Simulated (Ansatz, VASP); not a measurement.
One calculation of Al3GaN4, two programs

```
CELL_PARAMETERS angstrom
5.04341 0.00000 0.00011
0.00000 3.13007 0.00000
-0.00324 0.00000 5.41799
ATOMIC_POSITIONS crystal
Al 0.50066 0.50000 0.17840
Al 0.00691 0.50000 0.83453
Al 0.99723 0.00000 0.32969
Ga 0.49780 0.00000 0.66056
N 0.11200 0.00000 0.66223
N 0.12310 0.50000 0.17032
N 0.62541 0.50000 0.84729
N 0.62456 0.00000 0.33128
```

Change from the starting cell: mode 10 (414.8 1/cm) frozen in, largest displacement +0.060 Å.

Alike in both runs: task single point; functional PBEsol; k mesh 6 × 8 × 4; occupations gaussian, width 0.05 eV; no spin polarisation.

```csv
,VASP,Ansatz
version,VASP 6.6.1,Ansatz 0.2.0
potentials or method,"VASP PAW PBE potentials, release 64 (Al, Ga_d, N), cutoff 520 eV","scalar-relativistic, plane waves, PAW"
valence electrons in the cell,42,42
```

```csv
,VASP,Ansatz,Ansatz less VASP
gap on the k mesh at the Fermi level (eV),3.30,3.29,-0.015
least direct gap on the mesh (eV),3.30,3.29,-0.015
pressure (GPa),0.0,0.1,+0.08
"traceless stress, the component that is largest in VASP (GPa)",-0.77,-0.79,-0.017
rms of the force components (eV/Å),0.393,0.394,+0.0006
```

VASP's potentials were made for PBE, not for PBEsol. Atom by atom the forces differ by 0.005 eV/Å (rms over components).
